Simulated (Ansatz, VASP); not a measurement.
One calculation of V, two programs

Contents of INCAR:

```
PREC = Accurate
ENCUT = 520
EDIFF = 1E-6
ISMEAR = 0
SIGMA = 0.15
LREAL = F
LASPH = T
NELM = 100
ALGO = Normal
ISIF = 2
LWAVE = F
LCHARG = F
GGA = PS
NBANDS = 12
```

Contents of KPOINTS:

```
Automatic mesh
0
Gamma
  22 22 22
```

File POSCAR:

```
V
1.0
   -1.4676100000      1.4676100000      1.4676100000
    1.4676100000     -1.4676100000      1.4676100000
    1.4676100000      1.4676100000     -1.4676100000
V
1
Direct
    0.0000000000      0.0000000000      0.0000000000
```

Input for Ansatz:

```yaml
crystal:
  lattice:
    - [-1.46761, 1.46761, 1.46761]
    - [1.46761, -1.46761, 1.46761]
    - [1.46761, 1.46761, -1.46761]
  atoms:
    - { symbol: V, position: [0.0, 0.0, 0.0] }
basis:
  ecutwfc: 420
kpoints:
  mp_grid: { grid: [22, 22, 22] }
hamiltonian:
  xc: pbesol
scf:
  occupations: { method: gaussian, width: 0.15 }
output:
  forces: true
  stress: true
  eigenvalues: true
```

Change from the starting cell: strain -0.030 along x and y, -0.030 along z, atoms carried along.

Alike in both runs: task single point; functional PBEsol; k mesh 22 × 22 × 22; occupations gaussian, width 0.15 eV; no spin polarisation.

|  | VASP | Ansatz |
| --- | --- | --- |
| version | VASP 6.6.1 | Ansatz 0.2.0 |
| potentials or method | VASP PAW PBE potentials, release 64 (V_sv), cutoff 520 eV | scalar-relativistic, plane waves, PAW |
| valence electrons in the cell | 13 | 13 |

VASP gave:

```
gap on the k mesh at the Fermi level (eV) : none
pressure (GPa)                            : 5.2
```

Task: What did Ansatz give for the same quantities?

Result: gap on the k mesh at the Fermi level (eV): none; pressure (GPa): 4.9.

VASP's potentials were made for PBE, not for PBEsol. A gap of «none» marks a metal or a gap that the smearing closes.
